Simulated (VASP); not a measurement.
A run of VASP 6.6.1:

Contents of POSCAR:

```
BaO
1.0
    0.0000000000      2.7959003040      2.7959003040
    2.7959003040      0.0000000000      2.7959003040
    2.7959003040      2.7959003040      0.0000000000
Ba O
1 1
Direct
    0.0000000000      0.0000000000      0.0000000000
    0.5000000000      0.5000000000      0.5000000000
```

Contents of INCAR.step1:

```
SYSTEM = BaO
PREC = Accurate
ENCUT = 660
ISMEAR = -1
SIGMA = 0.1
LREAL = .FALSE.
LASPH = .TRUE.
NELM = 120
NBANDS = 15
GGA = PE
ALGO = Normal
EDIFF = 1E-5
LWAVE = .TRUE.
LCHARG = .FALSE.
GGA_COMPAT = .FALSE.
```

INCAR.step2

```
SYSTEM = BaO
PREC = Accurate
ENCUT = 660
EDIFF = 1E-6
ISMEAR = -1
SIGMA = 0.1
LREAL = .FALSE.
LASPH = .TRUE.
NELM = 120
ALGO = Normal
ISIF = 2
LWAVE = .FALSE.
LCHARG = .TRUE.
METAGGA = R2SCAN
LMIXTAU = .TRUE.
LELF = .TRUE.
LVHAR = .TRUE.
NBANDS = 15
ISTART = 1
GGA_COMPAT = .FALSE.
```

Contents of KPOINTS:

```
Automatic mesh
0
G
  11 11 11
  0 0 0
```

Potentials or basis: VASP PAW PBE potentials, release 64 (Ba_sv, O).

Launch:

```console
$ cat potpaw_PBE.64/Ba_sv/POTCAR potpaw_PBE.64/O/POTCAR > POTCAR
$ cp INCAR.step1 INCAR
$ mpirun -np 1 vasp_std > vasp.out
$ cp INCAR.step2 INCAR
$ mpirun -np 1 vasp_std > vasp.out
```

Hardware: 1 thread of Intel(R) Xeon(R) Platinum 8259CL CPU @ 2.50GHz (Skylake/Cascade Lake), with other jobs on the host.

Q: Estimate the wall time of this run.

A: It took 4 min on 1 thread of Intel(R) Xeon(R) Platinum 8259CL CPU @ 2.50GHz (Skylake/Cascade Lake), with other jobs on the host, peak memory 0.25 GiB. Counts: k points 56.
